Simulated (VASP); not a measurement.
Runs of VASP 6.6.1 on Ir. The structure is that of space group Fm-3m (No. 225), or close to it. The cells are those of the table. 

```tsv
potentials or basis	cell	cutoff (eV)	gap on the mesh (eV)	pressure (GPa)
VASP PAW LDA potentials, release 64 (Ir_sv_GW)	a = 2.742 Å, angles 60.0°, 1 atom	560	none	(a)
VASP PAW LDA potentials, release 64 (Ir_sv_GW)	a = 2.709, b = 2.709, c = 2.603 Å, angles 61.3, 61.3, 57.4°, 1 atom	560	none	13.3
VASP PAW LDA potentials, release 64 (Ir_sv_GW)	a = 2.765 Å, angles 60.0°, 1 atom	560	none	-26.0
VASP PAW LDA potentials, release 64 (Ir)	a = 2.758, b = 2.758, c = 2.649 Å, angles 61.3, 61.3, 57.4°, 1 atom	520	none	(b)
VASP PAW LDA potentials, release 64 (Ir_sv_GW)	a = 2.646 Å, angles 60.0°, 1 atom	560	none	25.5
VASP PAW LDA potentials, release 64 (Ir)	a = 2.781, b = 2.781, c = 2.672 Å, angles 61.3, 61.3, 57.4°, 1 atom	520	none	-14.8
```

Alike in all rows: task single point; level LDA; no spin polarisation; k mesh 22 × 22 × 22; smearing gaussian 0.15 eV.

Estimate the missing entries.

(a) -18.7; (b) -6.2.

Caveats: spin-orbit coupling is left out, which moves the levels of the heavy elements; the cell stands under tension (at least some runs); the stress differs along the axes, from -9 to 25 GPa (at least some runs); the stress differs along the axes, from -25 to 3 GPa (at least some runs); the cell stands under pressure (at least some runs); the stress differs along the axes, from -33 to -6 GPa (at least some runs).

A k mesh can miss the band edges, and the runs leave out spin-orbit coupling on Ir.

A gap of «none» marks levels without a gap at the run's occupations.

The runs don't all hold the same shells in valence.
